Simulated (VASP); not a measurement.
# C (Fddd) in VASP: further runs

Runs on C. Level: r2SCAN. Tasks: single point.

Program: VASP 6.6.1. These are calculated values, not measurements. Logs are shortened: lines on timing, memory, paths and dates and some standing lists are left out, and cuts for length are marked.

**1. The cell of the first run**

The structure is orthorhombic, space group Fddd (No. 70). Conventional cell: a = 3.166 Å, b = 3.567 Å, c = 3.968 Å, α = 90.00°, β = 90.00°, γ = 90.00°. Within 2.1 Å of C (site symmetry 222) lie 4 C at 1.55 Å.

**2. Single point, r2SCAN (strain +0.1125 x Voigt [1, -1, 0, 0, 0, 0])**

POSCAR

```
C
1.0
    0.0000000000      1.5827675000      1.7834000000
    1.9840325000      0.0000000000      1.7834000000
    1.9840325000      1.5827675000      0.0000000000
C
2
Direct
    0.5000000000      0.5000000000      0.5000000000
    0.7500000000      0.7500000000      0.7500000000
```

INCAR.step1

```
SYSTEM = C
PREC = Accurate
ENCUT = 910
ISMEAR = 0
SIGMA = 0.05
LREAL = .False.
LASPH = .True.
NELM = 120
NBANDS = 11
GGA = PE
ALGO = Normal
EDIFF = 1E-5
LWAVE = .True.
LCHARG = .False.
GGA_COMPAT = .False.
```

INCAR.step2

```
SYSTEM = C
PREC = Accurate
ENCUT = 910
EDIFF = 1E-6
ISMEAR = 0
SIGMA = 0.05
LREAL = .False.
LASPH = .True.
NELM = 120
ALGO = Normal
ISIF = 2
LWAVE = .False.
LCHARG = .False.
METAGGA = R2SCAN
LMIXTAU = .True.
NBANDS = 11
ISTART = 1
GGA_COMPAT = .False.
```

KPOINTS

```
Automatic mesh
0
Gamma
  12 12 12
  0 0 0
```

Potentials or basis: VASP PAW PBE potentials, release 64 (C_h).

Command:

```
$ cat potpaw_PBE.64/C_h/POTCAR > POTCAR
$ cp INCAR.step1 INCAR
$ mpirun -np 1 vasp_std > vasp.out
$ cp INCAR.step2 INCAR
$ mpirun -np 1 vasp_std > vasp.out
```

OUTCAR:

```text
SYSTEM = C
   PREC = Accurate
   ENCUT = 910
   EDIFF = 1E-6
   ISMEAR = 0
   LREAL = .False.
   LASPH = .True.
   NELM = 120
   ISIF = 2
   METAGGA = R2SCAN
   ISTART = 1

 ion  position               nearest neighbor table
   1  0.500  0.500  0.500-
   2  0.750  0.750  0.750-

  LATTYP: Found a face centered orthorhombic cell.
 ALAT       =     3.1655350000
 B/A-ratio  =     1.1267605634
 C/A-ratio  =     1.2535211268

  Lattice vectors:

 A1 = (  -1.9840325000,   0.0000000000,  -1.7834000000)
 A2 = (  -1.9840325000,   1.5827675000,   0.0000000000)
 A3 = (   0.0000000000,   1.5827675000,  -1.7834000000)

Analysis of symmetry for initial positions (statically):
=====================================================================
 Subroutine PRICEL returns:
 Original cell was already a primitive cell.

 Routine SETGRP: Setting up the symmetry group for a
 face centered orthorhombic supercell.

 Subroutine GETGRP returns: Found  8 space group operations
 (whereof  4 operations were pure point group operations)
 out of a pool of  8 trial point group operations.

The static configuration has the point symmetry D_2 .
 The point group associated with its full space group is D_2h.

Analysis of symmetry for dynamics (positions and initial velocities):
=====================================================================
 Subroutine PRICEL returns:
 Original cell was already a primitive cell.

 Routine SETGRP: Setting up the symmetry group for a
 face centered orthorhombic supercell.

 Subroutine GETGRP returns: Found  8 space group operations
 (whereof  4 operations were pure point group operations)
 out of a pool of  8 trial point group operations.

The dynamic configuration has the point symmetry D_2 .
 The point group associated with its full space group is D_2h.

 Subroutine INISYM returns: Found  8 space group operations
 (whereof  4 operations are pure point group operations),
 and found     1 'primitive' translations

----------------------------------------------------------------------------------------

                                     Primitive cell

  volume of cell :      11.2007

  direct lattice vectors                    reciprocal lattice vectors
     0.000000000  1.582767500  1.783400000    -0.252012001  0.315902367  0.280363351
     1.984032500  0.000000000  1.783400000     0.252012001 -0.315902367  0.280363351
     1.984032500  1.582767500  0.000000000     0.252012001  0.315902367 -0.280363351

  length of vectors
     2.384463990  2.667751960  2.538018503     0.491841400  0.491841400  0.491841400

  position of ions in fractional coordinates (direct lattice)
     0.500000000  0.500000000  0.500000000
     0.750000000  0.750000000  0.750000000

  ion indices of the primitive-cell ions
   primitive index   ion index
                 1           1
                 2           2

----------------------------------------------------------------------------------------

 KPOINTS: Automatic mesh

Automatic generation of k-mesh.
 Grid dimensions read from file:
 generate k-points for:   12   12   12

 Generating k-lattice:

  Cartesian coordinates                     Fractional coordinates (reciprocal lattice)
    -0.021001000  0.026325197  0.023363613     0.083333333 -0.000000000 -0.000000000
     0.021001000 -0.026325197  0.023363613     0.000000000  0.083333333  0.000000000
     0.021001000  0.026325197 -0.023363613     0.000000000  0.000000000  0.083333333

  Length of vectors
     0.040986783  0.040986783  0.040986783

  Shift w.r.t. Gamma in fractional coordinates (k-lattice)
     0.000000000  0.000000000  0.000000000

 Subroutine IBZKPT returns following result:
 ===========================================

 Found    280 irreducible k-points:

 Following reciprocal coordinates:
            Coordinates               Weight
  0.000000  0.000000  0.000000      1.000000
  0.083333  0.000000  0.000000      8.000000
  0.166667  0.000000  0.000000      8.000000
  0.250000  0.000000  0.000000      8.000000
  0.333333  0.000000  0.000000      8.000000
  0.416667 -0.000000 -0.000000      8.000000
[... 16 lines left out ...]
  0.500000  0.166667  0.000000      8.000000
 -0.416667  0.166667 -0.000000      8.000000
 [... further k-points ...]
   k-points           NKPTS =    280   k-points in BZ     NKDIM =    280   number of bands    NBANDS=     11
   number of dos      NEDOS =    301   number of ions     NIONS =      2
   total plane-waves  NPLWV =  18816
   dimension x,y,z NGX =    24 NGY =   28 NGZ =   28
   dimension x,y,z NGXF=    48 NGYF=   56 NGZF=   56
   ions per type =               2
   NGX,Y,Z   is equivalent  to a cutoff of  16.73, 17.45, 18.34 a.u.
   NGXF,Y,Z  is equivalent  to a cutoff of  33.47, 34.90, 36.68 a.u.
 SYSTEM =  C
   PREC   = accura    normal or accurate (medium, high low for compatibility)
   ISTART =      1    job   : 0-new  1-cont  2-samecut
   ICHARG =      0    charge: 1-file 2-atom 10-const
   ISPIN  =      1    spin polarized calculation?
   LNONCOLLINEAR =      F non collinear calculations
   LSORBIT =      F    spin-orbit coupling
   LASPH  =      T    aspherical Exc in radial PAW
   ENCUT  =  910.0 eV  66.88 Ry    8.18 a.u.   5.86  6.56  6.24*2*pi/ulx,y,z
   NELM   =    120;   NELMIN=  2; NELMDL=  0     # of ELM steps
   EDIFF  = 0.1E-05   stopping-criterion for ELM
   LREAL  =      F    real-space projection
   EDIFFG = 0.1E-04   stopping-criterion for IOM
   NSW    =      0    number of steps for IOM
   IBRION =     -1    ionic relax: 0-MD 1-quasi-New 2-CG
   NFREE  =      0    steps in history (QN), initial steepest desc. (CG)
   ISIF   =      2    stress and relaxation
   ISYM   =      2    0-nonsym 1-usesym 2-fastsym
   POTIM  = 0.5000    time-step for ionic-motion
   TEBEG  =    0.0;   TEEND  =   0.0 temperature during run
   PSTRESS=    0.0 pullay stress
   NELECT =       8.0000    total number of electrons
   NUPDOWN=      -1.0000    fix difference up-down
   EMIN   =  10.00;   EMAX   =-10.00  energy-range for DOS
   EFERMI =   0.00;   METHOD = LEGACY
   ISMEAR =     0;   SIGMA  =   0.05  broadening in eV -4-tet -1-fermi 0-gaus
   EFERMI_NEDOS =   21; number of points for ismear=-14 and -15
   IALGO  =     38    algorithm
   IMIX   =      4    mixing-type and parameters
     AMIX     =   0.40;   BMIX     =  1.00
     AMIX_MAG =   1.60;   BMIX_MAG =  1.00
  volume/ion in A,a.u.               =       5.60        37.79
  Fermi-wavevector in a.u.,A,eV,Ry     =   1.463378  2.765384 29.136550  2.141476
  Thomas-Fermi vector in A             =   2.579480
   LORBIT       =      0    0 simple, 1 ext, 2 COOP (PROOUT), +10 PAW based schemes
   METAGGA = R2SCAN    functional components
   LHFCALC =     F    Hartree Fock is set to
   AEXX    =    0.0000 exact exchange contribution
   IVDW    =     0    specifies the selected vdW correction
   LEPSILON=     F    determine dielectric tensor
   LRPA    =     F    only Hartree local field effects (RPA)
 non-spin polarized calculation
 Gauss-broadening in eV      SIGMA  =   0.05
  energy-cutoff  :      910.00
  volume of cell :       11.20
 maximum number of plane-waves:       716
   NGX = 11   NGY = 13   NGZ = 13

 number of electron       8.0000000 magnetization

 Free energy of the ion-electron system (eV)
  ---------------------------------------------------
  ext. energy  EPLUGINS =         0.00000000
  ---------------------------------------------------
  free energy    TOTEN  =       -18.84036544 eV

  energy without entropy =      -18.84033745  energy(sigma->0) =      -18.84035144

 E-fermi :  12.8290     XC(G=0): -14.3797

 val. band max:       12.8016853149   @ k =   0.0000   0.0000   0.0000
 cond. band min:      12.8728867525   @ k =   0.4167   0.0000   0.4167
 fundamental gap:      0.0712014376
 Fermi energy:        12.8289517445

 k-point     1 :       0.0000    0.0000    0.0000
  band No.  band energies     occupation
      1     -11.6674      2.00000
      2       9.1776      2.00000
      3      11.5446      2.00000
      4      12.8017      1.55942
      5      15.9510      0.00000
      6      17.5272      0.00000
      7      18.9432      0.00000
      8      24.3405      0.00000
      9      32.2169      0.00000
     10      33.0187      0.00000
     11      35.4381      0.00000

 k-point     2 :       0.0833    0.0000    0.0000
  band No.  band energies     occupation
      1     -11.4604      2.00000
      2       8.6524      2.00000
      3      10.7610      2.00000
      4      12.1984      2.00000
      5      16.2431      0.00000
      6      17.9205      0.00000
      7      19.6551      0.00000
      8      24.5667      0.00000
      9      32.1535      0.00000
     10      32.6082      0.00000
     11      36.9752      0.00000

 k-point     3 :       0.1667    0.0000    0.0000
  band No.  band energies     occupation
      1     -10.8419      2.00000
      2       6.9325      2.00000
      3       9.1733      2.00000
      4      11.4247      2.00000
      5      16.6876      0.00000
      6      18.6694      0.00000
      7      20.9684      0.00000
      8      25.2787      0.00000
      9      31.6672      0.00000
     10      33.4847      0.00000
     11      35.9638      0.00000

 k-point     4 :       0.2500    0.0000    0.0000
  band No.  band energies     occupation
      1      -9.8214      2.00000
      2       4.2386      2.00000
      3       7.9790      2.00000
      4      10.7999      2.00000
      5      16.8305      0.00000
      6      19.4170      0.00000
      7      22.0842      0.00000
      8      26.3685      0.00000
      9      31.9115      0.00000
     10      34.5112      0.00000
     11      35.7886      0.00000

 k-point     5 :       0.3333    0.0000    0.0000
  band No.  band energies     occupation
      1      -8.4230      2.00000
      2       1.3537      2.00000
      3       7.1383      2.00000
      4      10.3475      2.00000
      5      16.7153      0.00000
      6      19.8866      0.00000
      7      22.9403      0.00000
      8      27.4569      0.00000
      9      32.3900      0.00000
     10      36.1344      0.00000
     11      36.4692      0.00000
[... 211 lines left out ...]
 k-point    21 :       0.3333    0.1667    0.0000
  band No.  band energies     occupation
      1      -8.7263      2.00000
      2       3.7215      2.00000
      3       6.5197      2.00000
      4       8.4265      2.00000
      5      17.6514      0.00000
      6      19.2669      0.00000
      7      23.6021      0.00000
      8      25.5986      0.00000
      9      31.7773      0.00000
     10      33.7414      0.00000
     11      37.9718      0.00000

 k-point    22 :       0.4167    0.1667    0.0000
  band No.  band energies     occupation
      1      -7.2387      2.00000
      2       1.0157      2.00000
      3       5.7730      2.00000
      4       7.9107      2.00000
      5      17.9126      0.00000
      6      19.7121      0.00000
      7      24.8219      0.00000
      8      25.9820      0.00000
      9      32.8267      0.00000
     10      33.2510      0.00000
     11      39.9019      0.00000

 k-point    23 :       0.5000    0.1667    0.0000
  band No.  band energies     occupation
      1      -5.5471      2.00000
      2      -1.3888      2.00000
      3       5.2019      2.00000
      4       7.6562      2.00000
      5      17.9561      0.00000
      6      20.0759      0.00000
      7      25.8133      0.00000
      8      26.6384      0.00000
      9      31.8098      0.00000
     10      34.9326      0.00000
     11      41.2192      0.00000

 k-point    24 :      -0.4167    0.1667   -0.0000
  band No.  band energies     occupation
      1      -5.0113      2.00000
      2      -2.0406      2.00000
      3       4.8710      2.00000
      4       7.7123      2.00000
      5      18.0052      0.00000
      6      20.3823      0.00000
      7      25.3549      0.00000
      8      27.4482      0.00000
      9      31.8503      0.00000
     10      36.2716      0.00000
     11      39.2319      0.00000

 [... further k-points ...]

------------------------ aborting loop because EDIFF is reached ----------------------------------------

  FORCE on cell =-STRESS in cart. coord.  units (eV):
  Direction    XX          YY          ZZ          XY          YZ          ZX
  --------------------------------------------------------------------------------------
  -------------------------------------------------------------------------------------
  Total       -8.2020074      7.2474866      1.8038294      0.0000000      0.0000000      0.0000000
  in kB    -1173.2378745   1036.7005759    258.0247566      0.0000000      0.0000000      0.0000000
  external PRESSURE =      40.4958193 kB  Pullay stress =       0.0000000 kB

 VOLUME and BASIS-vectors are now :
 -----------------------------------------------------------------------------
  energy-cutoff  :      910.00
  volume of cell :       11.20
      direct lattice vectors                 reciprocal lattice vectors
     0.000000000  1.582767500  1.783400000    -0.252012001  0.315902367  0.280363351
     1.984032500  0.000000000  1.783400000     0.252012001 -0.315902367  0.280363351
     1.984032500  1.582767500  0.000000000     0.252012001  0.315902367 -0.280363351

 POSITION                                       TOTAL-FORCE (eV/Angst)
 -----------------------------------------------------------------------------------
      1.98403      1.58277      1.78340        -0.000000     -0.000000     -0.000000
      2.97605      2.37415      2.67510         0.000000      0.000000      0.000000
 -----------------------------------------------------------------------------------
    total drift:                                0.000000      0.000000      0.000000

  FREE ENERGIE OF THE ION-ELECTRON SYSTEM (eV)
  ---------------------------------------------------
  free  energy   TOTEN  =       -18.8403654415 eV

  energy  without entropy=      -18.8403374481  energy(sigma->0) =      -18.84035144
```

It took 4.5 min on 1 thread of AMD EPYC 7R43 (Zen 3), shared host; peak memory 0.16 GiB.

What came out:

```
Free energy            : -18.8404 eV
Pressure               : 4.0 GPa
Band gap on the k mesh : 0.07 eV (least direct gap 3.15 eV)
```

Levels at points of the mesh, in eV from the valence-band top:
| k point | band 1 | band 2 | band 3 | band 4 | band 5 | band 6 | band 7 | band 8 | band 9 |
| --- | --- | --- | --- | --- | --- | --- | --- | --- | --- |
| (0.00, 0.00, 0.00) | -24.47 | -3.62 | -1.26 | 0.00 | 3.15 | 4.73 | 6.14 | 11.54 | 19.42 |
| (0.50, 0.00, 0.00) | -18.29 | -15.68 | -6.36 | -2.81 | 3.68 | 7.27 | 10.99 | 15.49 | 21.28 |
| (0.50, 0.50, 0.00) | -15.26 | -15.26 | -7.92 | -7.92 | 3.89 | 3.89 | 14.13 | 14.13 | 20.94 |
| (0.50, 0.00, 0.50) | -13.28 | -13.28 | -9.86 | -9.86 | 0.83 | 0.83 | 16.15 | 16.15 | 23.65 |
| (0.00, 0.50, 0.50) | -16.92 | -16.92 | -6.34 | -6.34 | 6.41 | 6.41 | 14.97 | 14.97 | 20.81 |

Caveat: the cell differs from its parent crystal (strain +0.1125 x Voigt [1, -1, 0, 0, 0, 0]); the cutoff is under 1.25 times the usual one of these potentials, so pressure, stress and relaxed cells hold a basis-set (Pulay) error; the cell stands under pressure; the PAW data sets were made with another functional, which shifts forces and pressure a little. A k mesh can miss the band edges.

**3. Single point, r2SCAN (strain +0.1312 x Voigt [1, -1, 0, 0, 0, 0])**

POSCAR

```
C
1.0
    0.0000000000      1.5494179200      1.7834000000
    2.0173820800      0.0000000000      1.7834000000
    2.0173820800      1.5494179200      0.0000000000
C
2
Direct
    0.5000000000      0.5000000000      0.5000000000
    0.7500000000      0.7500000000      0.7500000000
```

INCAR.step1

```
SYSTEM = C
  ALGO = Normal
  EDIFF = 1E-5
  ENCUT = 910
  GGA = PE
  GGA_COMPAT = .False.
  ISMEAR = 0
  LASPH = .True.
  LCHARG = .False.
  LREAL = .False.
  LWAVE = .True.
  NBANDS = 11
  NELM = 120
  PREC = Accurate
  SIGMA = 0.05
```

INCAR.step2

```
SYSTEM = C
  ALGO = Normal
  EDIFF = 1E-6
  ENCUT = 910
  GGA_COMPAT = .False.
  ISIF = 2
  ISMEAR = 0
  ISTART = 1
  LASPH = .True.
  LCHARG = .False.
  LMIXTAU = .True.
  LREAL = .False.
  LWAVE = .False.
  METAGGA = R2SCAN
  NBANDS = 11
  NELM = 120
  PREC = Accurate
  SIGMA = 0.05
```

KPOINTS

```
k-points
0
Gamma
  12 12 12
  0 0 0
```

Potentials or basis: VASP PAW PBE potentials, release 64 (C_h).

Command:

```
$ cat potpaw_PBE.64/C_h/POTCAR > POTCAR
$ cp INCAR.step1 INCAR
$ mpirun -np 1 vasp_std > vasp.out
$ cp INCAR.step2 INCAR
$ mpirun -np 1 vasp_std > vasp.out
```

It took 6.5 min on 1 thread of AMD EPYC 7R43 (Zen 3), shared host; peak memory 0.15 GiB.

It converged, with:

```
Free energy            : -18.5265 eV
Pressure               : 6.8 GPa
Band gap on the k mesh : zero (bands 4 and 5 overlap by 0.63 eV)
```

Stress tensor (GPa, compression positive):
```
-136.26    0.00    0.00
   0.00  119.98    0.00
   0.00    0.00   36.63
```

Levels at points of the mesh, in eV from the Fermi level:
```tsv
k point	band 1	band 2	band 3	band 4	band 5	band 6	band 7	band 8
(0.00, 0.00, 0.00)	-24.21	-3.68	-0.80	0.58	3.37	5.22	6.86	11.49
(0.50, 0.00, 0.00)	-17.94	-15.37	-6.30	-2.22	3.44	7.58	11.75	15.87
(0.50, 0.50, 0.00)	-14.97	-14.97	-7.47	-7.47	4.40	4.40	13.83	13.83
(0.50, 0.00, 0.50)	-12.61	-12.61	-9.78	-9.78	0.76	0.76	16.34	16.34
(0.00, 0.50, 0.50)	-16.88	-16.88	-5.65	-5.65	7.30	7.30	14.99	14.99
```

Caveat: the cell differs from its parent crystal (strain +0.1312 x Voigt [1, -1, 0, 0, 0, 0]); the cutoff is under 1.25 times the usual one of these potentials, so pressure, stress and relaxed cells hold a basis-set (Pulay) error; the cell stands under pressure; the PAW data sets were made with another functional, which shifts forces and pressure a little.
